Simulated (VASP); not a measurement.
Write the native input for VASP 6.6.1 that does the following.

```
Task                   : relaxation of cell and atoms
Functional             : LDA
Potentials or basis    : VASP PAW LDA potentials, release 64 (Ag, I)
Cutoff                 : 500 eV
k mesh                 : 6 × 6 × 4
Occupations            : fermi-dirac, width 0.02 eV
Spin                   : no spin polarisation
Dipole correction      : no
Further INCAR settings : ALGO = Normal; EDIFF = 1e-07; IBRION = 2; EDIFFG = -0.005; NSW = 80; ISIF = 3
```

The structure of AgI lies in POSCAR:

```
AgI
1.0
    4.6862871461      0.0000000000      0.0000000000
   -2.3431435731      4.0584437180      0.0000000000
    0.0000000000      0.0000000000      7.6611314757
Ag I
2 2
Direct
    0.3333333333      0.6666666667      0.0024493945
    0.6666666667      0.3333333333      0.5024493945
    0.3333333333      0.6666666667      0.3774506055
    0.6666666667      0.3333333333      0.8774506055
```

The input as run:

INCAR

```
PREC = Accurate
ENCUT = 500
EDIFF = 1E-7
ISMEAR = -1
SIGMA = 0.02
LREAL = F
LASPH = T
NELM = 120
ALGO = Normal
ISIF = 3
LWAVE = F
LCHARG = F
GGA = CA
IBRION = 2
NSW = 80
EDIFFG = -0.005
GGA_COMPAT = F
NELMIN = 4
```

KPOINTS

```
Automatic mesh
0
Gamma
  6 6 4
```

Potentials or basis: VASP PAW LDA potentials, release 64 (Ag, I).

Command:

```sh
$ cat potpaw_LDA.64/Ag/POTCAR potpaw_LDA.64/I/POTCAR > POTCAR
$ mpirun -np 1 vasp_std > vasp.out
```

Results of the run:

* Relaxed volume: 31.97 Å³/atom
* Relaxed cell: a = 4.488 Å, b = 4.488 Å, c = 7.333 Å, α = 90.00°, β = 90.00°, γ = 120.00°
* Space group after relaxing (to 0.1 Å): P6_3mc (No. 186)
* Energy gained by relaxing: 60.5 meV/atom
* Ionic steps: 3
* Pressure after relaxing: 0.0 GPa
* Band gap on the k mesh: 1.13 eV

Caveat: spin-orbit coupling is left out, which moves the levels of the heavy elements.

Wall time 3.5 min on 1 thread of Oxide Virtual Turin-like Processor, with other jobs on the host, peak memory 0.21 GiB.
